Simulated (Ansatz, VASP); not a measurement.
# Pd in VASP and in Ansatz

```xyz
1
Lattice="0.0000 1.9876 1.9431 1.9876 0.0000 1.9431 1.9876 1.9876 0.0000" Properties=species:S:1:pos:R:3 pbc="T T T"
Pd    0.0000    0.0000    0.0000
```

Change from the starting cell: z stretched by -1.5 % at fixed volume, PAW files.

Alike in both runs: task electric field gradients; functional PBE; k mesh 19 × 19 × 19; occupations fermi-dirac, width 0.08 eV; no spin polarisation.

```csv
,VASP,Ansatz
version,VASP 6.6.1,Ansatz 0.2.0
potentials or method,"VASP PAW PBE potentials, release 64 (Pd)","PAW with Ansatz's default frozen-core files, scalar-relativistic"
plane-wave cutoff (eV),520,420
valence electrons in the cell,10,18
```

```tsv
	VASP	Ansatz	Ansatz less VASP
pressure (GPa)	-0.3	0.0	+0.28
traceless stress, the component that is largest in VASP (GPa)	0.67	0.67	+0.003
size of Vzz on the site where it differs most (V/Å²)	3.4	4.7	+1.31
```

VASP's potentials hold 10 valence electrons a cell and Ansatz's 18, so a difference there can come from the potentials and not from the codes.
